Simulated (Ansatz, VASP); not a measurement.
Two plane-wave programs on C

The input INCAR:

```
  ALGO = Normal
  EDIFF = 1E-7
  ENCUT = 520
  GGA = PS
  ISIF = 2
  ISMEAR = 0
  IVDW = 12
  LASPH = True
  LCHARG = False
  LREAL = False
  LWAVE = False
  NBANDS = 11
  NELM = 80
  PREC = Accurate
  SIGMA = 0.03
```

File KPOINTS:

```
k-points
0
Gamma
  18 18 18
```

Contents of POSCAR:

```
C
1.0
    0.0000000000      2.2816460214      3.3544773262
    1.3181808352      0.0000000000      3.3544773262
    1.3181808352      2.2816460214      0.0000000000
C
2
Direct
    0.1667066167      0.8332933833      0.1667066167
    0.8332933833      0.1667066167      0.8332933833
```

Input for Ansatz:

```yaml
crystal:
  lattice:
    - [0.0, 2.2816460214, 3.3544773262]
    - [1.3181808352, 0.0, 3.3544773262]
    - [1.3181808352, 2.2816460214, 0.0]
  atoms:
    - { symbol: C, position: [0.1667066167, 0.8332933833, 0.1667066167] }
    - { symbol: C, position: [0.8332933833, 0.1667066167, 0.8332933833] }
basis:
  ecutwfc: 520.0
kpoints:
  mp_grid: { grid: [18, 18, 18] }
hamiltonian:
  xc: pbesol
  pseudopotentials: { kind: paw, azcp: { folder: soft_1 } }
  dispersion: d3bj
scf:
  occupations: { method: gaussian, width: 0.03 }
output:
  forces: true
  stress: true
  eigenvalues: true
```

Change from the starting cell: volume 10.089 Å^3 an atom, stretch along c over the lengths across it, relative to the relaxed cell 0.9411.

Alike in both runs: task single point; functional PBEsol; dispersion D3(BJ); k mesh 18 × 18 × 18; occupations gaussian, width 0.03 eV; no spin polarisation.

|  | VASP | Ansatz |
| --- | --- | --- |
| version | VASP 6.6.1 | Ansatz 0.2.0 |
| potentials or method | VASP PAW PBE potentials, release 64 (C), cutoff 520 eV | scalar-relativistic, plane waves, PAW |
| valence electrons in the cell | 8 | 8 |

|  | VASP | Ansatz | Ansatz less VASP |
| --- | --- | --- | --- |
| gap on the k mesh at the Fermi level (eV) | 0.09 | 0.09 | 0.000 |
| least direct gap on the mesh (eV) | 0.17 | 0.17 | 0.000 |

VASP's potentials were made for PBE, not for PBEsol, and Ansatz warns of the same on its side.
